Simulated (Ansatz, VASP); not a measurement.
**Two plane-wave programs on Cd2Te3**

```
CELL_PARAMETERS angstrom
3.58661 2.07073 7.40909
-3.58661 2.07073 7.40909
0.00000 -4.14146 7.40909
ATOMIC_POSITIONS crystal
Cd 0.35727 0.35727 0.35727
Cd 0.14273 0.14273 0.14273
Cd 0.64273 0.64273 0.64273
Cd 0.85727 0.85727 0.85727
Te 0.52905 0.25000 0.97095
Te 0.25000 0.97095 0.52905
Te 0.97095 0.52905 0.25000
Te 0.47095 0.75000 0.02905
Te 0.02905 0.47095 0.75000
Te 0.75000 0.02905 0.47095
```

Change from the starting cell: species swapped into the In2S3 type (R-3c, No. 167).

Alike in both runs: functional PBE; k mesh 6 × 6 × 6; occupations gaussian, width 0.1 eV; no spin polarisation.

Ansatz relaxed the structure, and its values are those at the end. VASP's run is a single point on that final structure, the one shown.

|  | VASP | Ansatz |
| --- | --- | --- |
| version | VASP 6.6.1 | Ansatz 0.2.0 |
| potentials or method | VASP PAW PBE potentials, release 64 (Cd, Te), cutoff 520 eV | scalar-relativistic, plane waves, PAW |
| valence electrons in the cell | 84 | 176 |

|  | VASP | Ansatz | Ansatz less VASP |
| --- | --- | --- | --- |
| gap on the k mesh at the Fermi level (eV) | none | none | - |
| pressure (GPa) | 0.1 | 0.0 | -0.10 |

A gap of «none» marks a metal or a gap that the smearing closes. With one functional, cell and mesh, what is left measures potentials, basis and numerics. VASP's potentials hold 84 valence electrons a cell and Ansatz's 176, so a difference there can come from the potentials and not from the codes.

Neither program's run includes spin-orbit coupling.
